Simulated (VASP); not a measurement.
# SiC (P6_3mc) in VASP: further runs, part 2 of 2

VASP 6.6.1. The steps go on from the part before.

### 4 Electric field gradients, PBEsol (equal xx and yy strain of +1 %)

The input, INCAR:

```
PREC     = Accurate       # precision mode
ENCUT    = 520            # plane-wave cutoff, eV
EDIFF    = 1E-8           # SCF threshold, eV
ISMEAR   = -1             # smearing method
SIGMA    = 0.08           # smearing width, eV
LREAL    = F              # projectors in reciprocal space
LASPH    = T              # aspherical terms in the spheres
NELM     = 60             # most SCF steps
ALGO     = Normal         # electronic algorithm
ISIF     = 2              # what is computed and relaxed
LWAVE    = F              # write WAVECAR
LCHARG   = F              # write CHGCAR
GGA      = PS             # functional
LEFG     = T            
NBANDS   = 16             # bands
```

The input, KPOINTS:

```
regular mesh
0
Gamma
  15 15 8
```

The input, POSCAR:

```
SiC
1.0
    3.1067581885      0.0000000000      0.0000000000
   -1.5533790942      2.6905315147      0.0000000000
    0.0000000000      0.0000000000      5.0480000000
Si C
2 2
Direct
    0.3333333333      0.6666666667      0.0000000000
    0.6666666667      0.3333333333      0.5000000000
    0.3333333333      0.6666666667      0.3850000000
    0.6666666667      0.3333333333      0.8850000000
```

Potentials or basis: VASP PAW PBE potentials, release 64 (Si, C).

Command:

```console
$ cat potpaw_PBE.64/Si/POTCAR potpaw_PBE.64/C/POTCAR > POTCAR
$ mpirun -np 1 vasp_std > vasp.out
```

OUTCAR:

```text
PREC = Accurate
   ENCUT = 520
   EDIFF = 1E-8
   ISMEAR = -1
   LREAL = F
   LASPH = T
   NELM = 60
   ISIF = 2
   GGA = PS

 ion  position               nearest neighbor table
   1  0.333  0.667  0.000-   4 1.89   4 1.89   4 1.89   3 1.94   2 3.10   2 3.10   2 3.10   2 3.10
                             2 3.10   2 3.10
   2  0.667  0.333  0.500-   3 1.89   3 1.89   3 1.89   4 1.94   1 3.10   1 3.10   1 3.10   1 3.10
                             1 3.10   1 3.10
   3  0.333  0.667  0.385-   2 1.89   2 1.89   2 1.89   1 1.94
   4  0.667  0.333  0.885-   1 1.89   1 1.89   1 1.89   2 1.94

  LATTYP: Found a hexagonal cell.
 ALAT       =     3.1067581885
 C/A-ratio  =     1.6248448362
[... 688 lines left out ...]
 ion       V_xx      V_yy      V_zz      V_xy      V_xz      V_yz
---------------------------------------------------------------------
   1      -6.807    -6.807    13.615    -0.000     0.000    -0.000
   2      -6.807    -6.807    13.615    -0.000    -0.000     0.000
   3      -0.675    -0.675     1.350    -0.000     0.000    -0.000
   4      -0.675    -0.675     1.350    -0.000    -0.000     0.000
---------------------------------------------------------------------

 Electric field gradients after diagonalization (V/A^2)
 (convention: |V_zz| > |V_xx| > |V_yy|)
----------------------------------------------------------------------
 ion       V_xx      V_yy      V_zz     asymmetry (V_yy - V_xx)/ V_zz
----------------------------------------------------------------------
   1      -6.807    -6.807    13.615       0.000
   2      -6.807    -6.807    13.615       0.000
   3      -0.675    -0.675     1.350       0.001
   4      -0.675    -0.675     1.350       0.001
----------------------------------------------------------------------

           NMR quadrupolar parameters

 Cq : quadrupolar parameter    Cq=e*Q*V_zz/h
 eta: asymmetry parameters     (V_yy - V_xx)/ V_zz
 Q  : nuclear electric quadrupole moment in mb (millibarn)
----------------------------------------------------------------------
 ion       Cq(MHz)       eta       Q (mb)
----------------------------------------------------------------------
   1       0.033       0.000       1.000
   2       0.033       0.000       1.000
   3       0.003       0.001       1.000
   4       0.003       0.001       1.000
----------------------------------------------------------------------
```

OSZICAR:

```text
N       E                     dE             d eps       ncg     rms          rms(c)
DAV:   1     0.233772597943E+02    0.23377E+02   -0.70511E+03  4320   0.891E+02
DAV:   2    -0.327388911897E+02   -0.56116E+02   -0.51140E+02  6192   0.157E+02
DAV:   3    -0.352714605505E+02   -0.25326E+01   -0.25223E+01  5680   0.305E+01
DAV:   4    -0.352905799142E+02   -0.19119E-01   -0.19116E-01  5280   0.323E+00
DAV:   5    -0.352907714996E+02   -0.19159E-03   -0.19158E-03  5624   0.306E-01    0.121E+01
DAV:   6    -0.319050035121E+02    0.33858E+01   -0.58884E+00  5512   0.148E+01    0.552E+00
DAV:   7    -0.318129299085E+02    0.92074E-01   -0.99725E-01  6192   0.580E+00    0.238E+00
DAV:   8    -0.317844481161E+02    0.28482E-01   -0.51802E-02  4968   0.139E+00    0.572E-01
DAV:   9    -0.317810327513E+02    0.34154E-02   -0.67288E-03  5648   0.549E-01    0.114E-01
DAV:  10    -0.317811914290E+02   -0.15868E-03   -0.71366E-04  5144   0.157E-01    0.537E-02
DAV:  11    -0.317811985166E+02   -0.70876E-05   -0.42375E-05  5368   0.469E-02    0.111E-02
DAV:  12    -0.317811987617E+02   -0.24510E-06   -0.40068E-06  5392   0.128E-02    0.391E-03
DAV:  13    -0.317811988409E+02   -0.79149E-07   -0.64243E-07  5616   0.507E-03    0.233E-03
DAV:  14    -0.317811988218E+02    0.19070E-07   -0.54487E-08  5208   0.157E-03    0.145E-03
DAV:  15    -0.317811988119E+02    0.98755E-08   -0.17906E-08  4656   0.790E-04
   1 F= -.31781199E+02 E0= -.31781199E+02  d E =-.168958E-07
```

It took 44 s on 1 thread of Intel Xeon Platinum 8488C (Sapphire Rapids), shared host; peak memory 0.2 GiB.

What came out:

```
Free energy            : -31.7812 eV
Pressure               : -3.9 GPa
Largest force          : 0.650 eV/Å
Band gap on the k mesh : 2.18 eV, indirect (least direct gap 3.83 eV)
```

Forces on the atoms (eV/Å):
```
Si   0.000  0.000  0.650
Si   0.000  0.000  0.650
C    0.000  0.000 -0.650
C    0.000  0.000 -0.650
```

Stress tensor (GPa, compression positive):
```
-4.12  0.00  0.00
 0.00 -4.12  0.00
 0.00  0.00 -3.38
```

Levels at points of the mesh, in eV from the valence-band top:
```csv
k point,band 4,band 5,band 6,band 7,band 8,band 9,band 10,band 11,band 12,band 13
"(0.00, 0.00, 0.00)",-1.64,-1.64,-0.32,-0.32,0.00,4.20,5.86,6.20,6.20,7.31
"(0.00, 0.00, 0.50)",-4.40,-1.03,-1.03,-1.03,-1.03,5.32,5.32,6.88,6.88,6.88
```

Electric field gradients, principal values (V/Å²):
```csv
atom,least,middle,greatest (by size)
1 Si,-6.807,-6.807,13.615
2 Si,-6.807,-6.807,13.615
3 C,-0.675,-0.675,1.350
4 C,-0.675,-0.675,1.350
```

Caveat: the cell differs from its parent crystal (equal xx and yy strain of +1 %); without QUAD_EFG the Cq values of the log hold for a quadrupole moment of 1 mb, not for the nuclei; the PAW data sets were made with another functional, which shifts forces and pressure a little.

### 5 Electric field gradients, PBEsol (equal xx and yy strain of +3 %)

The input, INCAR:

```
SYSTEM = SiC
  PREC = Accurate
  ENCUT = 520
  EDIFF = 1E-8
  ISMEAR = -1
  SIGMA = 0.08
  LREAL = .False.
  LASPH = .True.
  NELM = 80
  ALGO = Normal
  ISIF = 2
  LWAVE = .False.
  LCHARG = .False.
  GGA = PS
  LEFG = .True.
  NBANDS = 16
```

The input, KPOINTS:

```
regular mesh
0
Gamma
  15 15 8
  0 0 0
```

POSCAR: that of step 4 with these lines changed.

```diff
@@ -2,4 +2,4 @@
 1.0
-    3.1067581885      0.0000000000      0.0000000000
-   -1.5533790942      2.6905315147      0.0000000000
+    3.1682781526      0.0000000000      0.0000000000
+   -1.5841390763      2.7438093665      0.0000000000
     0.0000000000      0.0000000000      5.0480000000
```

Potentials or basis: VASP PAW PBE potentials, release 64 (Si, C).

Command:

```console
$ cat potpaw_PBE.64/Si/POTCAR potpaw_PBE.64/C/POTCAR > POTCAR
$ mpirun -np 1 vasp_std > vasp.out
```

OUTCAR:

```text
SYSTEM = SiC
   PREC = Accurate
   ENCUT = 520
   EDIFF = 1E-8
   ISMEAR = -1
   LREAL = .False.
   LASPH = .True.
   NELM = 80
   ISIF = 2
   GGA = PS

 ion  position               nearest neighbor table
   1  0.333  0.667  0.000-   4 1.92   4 1.92   4 1.92   3 1.94   2 3.12   2 3.12   2 3.12   2 3.12
                             2 3.12   2 3.12
   2  0.667  0.333  0.500-   3 1.92   3 1.92   3 1.92   4 1.94   1 3.12   1 3.12   1 3.12   1 3.12
                             1 3.12   1 3.12
   3  0.333  0.667  0.385-   2 1.92   2 1.92   2 1.92   1 1.94
   4  0.667  0.333  0.885-   1 1.92   1 1.92   1 1.92   2 1.94

  LATTYP: Found a hexagonal cell.
 ALAT       =     3.1682781526
 C/A-ratio  =     1.5932944511

  Lattice vectors:

 A1 = (   3.1682781526,   0.0000000000,   0.0000000000)
 A2 = (  -1.5841390763,   2.7438093665,   0.0000000000)
 A3 = (   0.0000000000,   0.0000000000,   5.0480000000)

Analysis of symmetry for initial positions (statically):
=====================================================================
 Subroutine PRICEL returns:
[... 664 lines left out ...]
      1.58414      0.91460      2.52400         0.000000      0.000000      0.491941
     -0.00000      1.82921      1.94348        -0.000000      0.000000     -0.491941
      1.58414      0.91460      4.46748         0.000000      0.000000     -0.491941
 -----------------------------------------------------------------------------------
    total drift:                               -0.000000      0.000000      0.000064

  FREE ENERGIE OF THE ION-ELECTRON SYSTEM (eV)
  ---------------------------------------------------
  free  energy   TOTEN  =       -31.6784436254 eV

  energy  without entropy=      -31.6784435787  energy(sigma->0) =      -31.67844360

 Electric field gradients (V/A^2)
---------------------------------------------------------------------
 ion       V_xx      V_yy      V_zz      V_xy      V_xz      V_yz
---------------------------------------------------------------------
   1      -3.406    -3.406     6.811     0.000     0.000    -0.000
   2      -3.406    -3.406     6.811     0.000    -0.000     0.000
   3       0.867     0.867    -1.734    -0.001     0.000    -0.000
   4       0.867     0.867    -1.734    -0.001    -0.000     0.000
---------------------------------------------------------------------

 Electric field gradients after diagonalization (V/A^2)
 (convention: |V_zz| > |V_xx| > |V_yy|)
----------------------------------------------------------------------
 ion       V_xx      V_yy      V_zz     asymmetry (V_yy - V_xx)/ V_zz
----------------------------------------------------------------------
   1      -3.406    -3.406     6.811       0.000
   2      -3.406    -3.406     6.811       0.000
   3       0.868     0.866    -1.734       0.001
   4       0.868     0.866    -1.734       0.001
----------------------------------------------------------------------

           NMR quadrupolar parameters

 Cq : quadrupolar parameter    Cq=e*Q*V_zz/h
 eta: asymmetry parameters     (V_yy - V_xx)/ V_zz
 Q  : nuclear electric quadrupole moment in mb (millibarn)
----------------------------------------------------------------------
 ion       Cq(MHz)       eta       Q (mb)
----------------------------------------------------------------------
   1       0.016       0.000       1.000
   2       0.016       0.000       1.000
   3      -0.004       0.001       1.000
   4      -0.004       0.001       1.000
----------------------------------------------------------------------
```

OSZICAR:

```text
N       E                     dE             d eps       ncg     rms          rms(c)
DAV:   1     0.244148866421E+02    0.24415E+02   -0.70714E+03  4328   0.891E+02
DAV:   2    -0.323209286668E+02   -0.56736E+02   -0.51717E+02  6208   0.155E+02
DAV:   3    -0.349549200656E+02   -0.26340E+01   -0.26225E+01  5720   0.308E+01
DAV:   4    -0.349759074517E+02   -0.20987E-01   -0.20983E-01  5240   0.336E+00
DAV:   5    -0.349761274698E+02   -0.22002E-03   -0.22001E-03  5728   0.325E-01    0.115E+01
DAV:   6    -0.317816124379E+02    0.31945E+01   -0.56608E+00  5560   0.144E+01    0.521E+00
DAV:   7    -0.317097139140E+02    0.71899E-01   -0.91783E-01  6152   0.552E+00    0.230E+00
DAV:   8    -0.316815723472E+02    0.28142E-01   -0.48194E-02  4952   0.136E+00    0.546E-01
DAV:   9    -0.316782572797E+02    0.33151E-02   -0.64571E-03  5640   0.535E-01    0.116E-01
DAV:  10    -0.316784356011E+02   -0.17832E-03   -0.76810E-04  5176   0.160E-01    0.549E-02
DAV:  11    -0.316784432273E+02   -0.76262E-05   -0.53485E-05  5288   0.512E-02    0.114E-02
DAV:  12    -0.316784435048E+02   -0.27749E-06   -0.49778E-06  5416   0.143E-02    0.376E-03
DAV:  13    -0.316784436701E+02   -0.16533E-06   -0.60517E-07  5696   0.501E-03    0.250E-03
DAV:  14    -0.316784436516E+02    0.18483E-07   -0.55735E-08  5208   0.157E-03    0.174E-03
DAV:  15    -0.316784436226E+02    0.28969E-07   -0.29937E-08  5384   0.101E-03    0.184E-04
DAV:  16    -0.316784436254E+02   -0.27778E-08   -0.17870E-09  2544   0.290E-04
   1 F= -.31678444E+02 E0= -.31678444E+02  d E =-.467526E-07
```

stdout:

```text
POSCAR found type information on POSCAR SiC
 POSCAR found :  2 types and       4 ions
 scaLAPACK will be used
 -----------------------------------------------------------------------------
|                                                                             |
|                                                                             |
|     You enforced a specific xc type in the INCAR file but a different       |
|     I HOPE YOU KNOW WHAT YOU ARE DOING!                                     |
|                                                                             |
 -----------------------------------------------------------------------------

 LDA part: xc-table for (Slater+PW92), standard interpolation
 POSCAR, INCAR and KPOINTS ok, starting setup
 FFT: planning ... GRIDC
 FFT: planning ... GRID_SOFT
 FFT: planning ... GRID
 WAVECAR not read
 entering main loop
ion   1

ion   2

ion   3

ion   4
```

Wall time 41 s (1 thread of Intel Xeon Platinum 8488C (Sapphire Rapids), shared host); peak memory 0.2 GiB.

What came out:

| Quantity | Value |
| --- | --- |
| Free energy | -31.6784 eV |
| Pressure | -11.6 GPa |
| Largest force | 0.492 eV/Å |
| Band gap on the k mesh | 2.08 eV, indirect (least direct gap 3.52 eV) |

Forces in eV/Å, atoms in the order of the input:
```
Si   0.000  0.000  0.492
Si   0.000  0.000  0.492
C    0.000  0.000 -0.492
C    0.000  0.000 -0.492
```

Stress tensor (GPa, compression positive):
```
-15.05   0.00   0.00
  0.00 -15.05   0.00
  0.00   0.00  -4.55
```

Levels at points of the mesh, in eV from the valence-band top:
```tsv
k point	band 5	band 6	band 7	band 8	band 9	band 10	band 11	band 12
(0.00, 0.00, 0.00)	-1.79	-0.38	-0.38	0.00	3.52	5.50	5.78	5.78
(0.00, 0.00, 0.50)	-1.15	-1.15	-1.15	-1.15	4.71	4.71	6.49	6.49
```

Electric field gradients, principal values (V/Å²):
```tsv
atom	least	middle	greatest (by size)
1 Si	-3.406	-3.406	6.811
2 Si	-3.406	-3.406	6.811
3 C	0.866	0.868	-1.734
4 C	0.866	0.868	-1.734
```

Caveat: the cell differs from its parent crystal (equal xx and yy strain of +3 %); without QUAD_EFG the Cq values of the log hold for a quadrupole moment of 1 mb, not for the nuclei; the PAW data sets were made with another functional, which shifts forces and pressure a little.

### 6 Overview

```tsv
cell	gap on the mesh (eV)	pressure (GPa)	largest force (eV/Å)
a = 3.014, b = 3.014, c = 5.048 Å, angles 90.0, 90.0, 120.0°, 4 atoms	2.14	11.1	1.00
a = 3.107, b = 3.107, c = 5.048 Å, angles 90.0, 90.0, 120.0°, 4 atoms	2.18	-3.9	0.65
a = 3.168, b = 3.168, c = 5.048 Å, angles 90.0, 90.0, 120.0°, 4 atoms	2.08	-11.6	0.49
```

Alike in all rows: task electric field gradients; level PBEsol; potentials or basis VASP PAW PBE potentials, release 64 (Si, C); no spin polarisation; k mesh 15 × 15 × 8; cutoff (eV) 520; smearing fermi-dirac 0.08 eV.

Caveats: the PAW data sets were made with another functional, which shifts forces and pressure a little.

Absolute energies hang on the potentials; compare differences alone.
